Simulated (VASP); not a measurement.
Set up this calculation in VASP 6.6.1, as the native input.

```yaml
Task: single point
Functional: LDA
Potentials_or_basis: VASP PAW LDA potentials, release 64 (Tc_pv, Ir)
Cutoff: 520 eV
k_mesh: 14 × 14 × 8
Occupations: fermi-dirac, width 0.1 eV
Spin: non-collinear spin, zero start, spin-orbit coupling
Starting_moments: "[[0.0, 0.0, 0.0], [0.0, 0.0, 0.0]] μB"
Dipole_correction: no
Further_INCAR_settings: ALGO = Normal; EDIFF = 1e-07; NBANDS = 34
```

The structure of TcIr lies in POSCAR:

```
TcIr
1.0
    2.7399060000      0.0000000000      0.0000000000
   -1.3699530000      2.3728280000      0.0000000000
    0.0000000000      0.0000000000      4.3554610000
Tc Ir
1 1
Direct
    0.3333333333      0.6666666667      0.0000000000
    0.6666666667      0.3333333333      0.5000000000
```

These files were run (other wordings do the same):

INCAR

```
SYSTEM = TcIr
  PREC = Accurate
  ENCUT = 520
  EDIFF = 1E-7
  ISMEAR = -1
  SIGMA = 0.1
  LREAL = .FALSE.
  LASPH = .TRUE.
  NELM = 150
  ALGO = Normal
  ISIF = 2
  LWAVE = .FALSE.
  LCHARG = .FALSE.
  LNONCOLLINEAR = .TRUE.
  MAGMOM = 0 0 0 0 0 0
  LORBIT = 11
  LSORBIT = .TRUE.
  GGA_COMPAT = .FALSE.
  LORBMOM = .TRUE.
  LMAXMIX = 4
  NBANDS = 34
```

KPOINTS

```
Automatic mesh
0
G
  14 14 8
  0 0 0
```

Potentials or basis: VASP PAW LDA potentials, release 64 (Tc_pv, Ir).

Launch:

```bash
$ cat potpaw_LDA.64/Tc_pv/POTCAR potpaw_LDA.64/Ir/POTCAR > POTCAR
$ mpirun -np 1 vasp_ncl > vasp.out
```

Results of the run:

- Pressure: -9.9 GPa
- Net moment: 0.00 μB per cell
- Valence electrons inside the program's atomic spheres: Tc 12.08; Ir 8.46

Caveat: the cell stands under tension.

It took 2.8 min on 1 thread of Intel(R) Xeon(R) Platinum 8559C (Emerald Rapids), with other jobs on the host, peak memory 0.37 GiB.
